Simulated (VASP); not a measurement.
Wanted: the native input for a VASP 6.6.1 run.

- Task: relaxation of cell and atoms
- Functional: PBEsol
- Potentials or basis: VASP PAW PBE potentials, release 64 (Cu)
- Cutoff: 600 eV
- k mesh: 10 × 10 × 10
- Occupations: methfessel-paxton, width 0.05 eV
- Spin: no spin polarisation
- Target pressure: 20 GPa
- Dipole correction: no
- Further INCAR settings: ALGO = Normal; EDIFF = 1e-06; IBRION = 2; EDIFFG = -0.02; NSW = 80; ISIF = 3

The structure of Cu lies in POSCAR:

```
Cu
1.0
    2.3500000000      0.0000000000      0.0000000000
    0.0000000000      2.3500000000      0.0000000000
    0.0000000000      0.0000000000      2.3500000000
Cu
1
Direct
    0.0000000000      0.0000000000      0.0000000000
```

One way to write it, as run:

INCAR

```
PREC = Accurate
ENCUT = 600
EDIFF = 1E-6
ISMEAR = 1
SIGMA = 0.05
LREAL = False
LASPH = True
NELM = 80
ALGO = Normal
ISIF = 3
LWAVE = False
LCHARG = False
GGA = PS
IBRION = 2
NSW = 80
EDIFFG = -0.02
PSTRESS = 200.0
```

KPOINTS

```
Automatic mesh
0
Gamma
  10 10 10
```

Potentials or basis: VASP PAW PBE potentials, release 64 (Cu).

Run with:

```bash
$ cat potpaw_PBE.64/Cu/POTCAR > POTCAR
$ mpirun -np 1 vasp_std > vasp.out
```

Results of the run:

```json
{
 "Relaxed volume": "11.68 Å³/atom",
 "Relaxed cell": "a = 2.269 Å, b = 2.269 Å, c = 2.269 Å, α = 90.00°, β = 90.00°, γ = 90.00°",
 "Space group after relaxing (to 0.05 Å)": "Pm-3m (No. 221)",
 "Energy change on relaxing (the enthalpy is what falls)": "+80.8 meV/atom",
 "Ionic steps": "4",
 "Pressure after relaxing": "19.8 GPa"
}
```

Caveat: the cell is relaxed towards a set pressure, so the enthalpy falls and the energy may rise; the PAW data sets were made with another functional, which shifts forces and pressure a little.

Wall time 8.6 s on 1 thread of Intel(R) Xeon(R) 6975P-C (Granite Rapids) (shared host), peak memory 0.13 GiB.
